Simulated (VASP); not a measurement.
A run of VASP 6.6.1 is set up as follows.

The input INCAR:

```
ALGO     = Normal         # electronic algorithm
EDIFF    = 1E-7           # SCF threshold, eV
ENCUT    = 520            # plane-wave cutoff, eV
ISIF     = 2              # what is computed and relaxed
ISMEAR   = -1             # smearing method
LASPH    = True           # aspherical terms in the spheres
LCHARG   = False          # write CHGCAR
LREAL    = False          # projectors in reciprocal space
LWAVE    = False          # write WAVECAR
NBANDS   = 10             # bands
NELM     = 100            # most SCF steps
PREC     = Accurate       # precision mode
SIGMA    = 0.1            # smearing width, eV
```

KPOINTS

```
k-points
0
Gamma
  15 15 15
```

Contents of POSCAR:

```
Ir
1.0
    2.1311929121      0.0000000000      0.0000000000
    0.0000000000      2.1311929121      0.0000000000
    0.0000000000      0.0000000000      2.1311929121
Ir
1
Direct
    0.0000000000      0.0000000000      0.0000000000
```

Potentials or basis: VASP PAW LDA potentials, release 64 (Ir).

Run with:

```sh
$ cat potpaw_LDA.64/Ir/POTCAR > POTCAR
$ mpirun -np 1 vasp_std > vasp.out
```

(1) Predict the pressure.

## Answers

(1) 482.8 GPa.
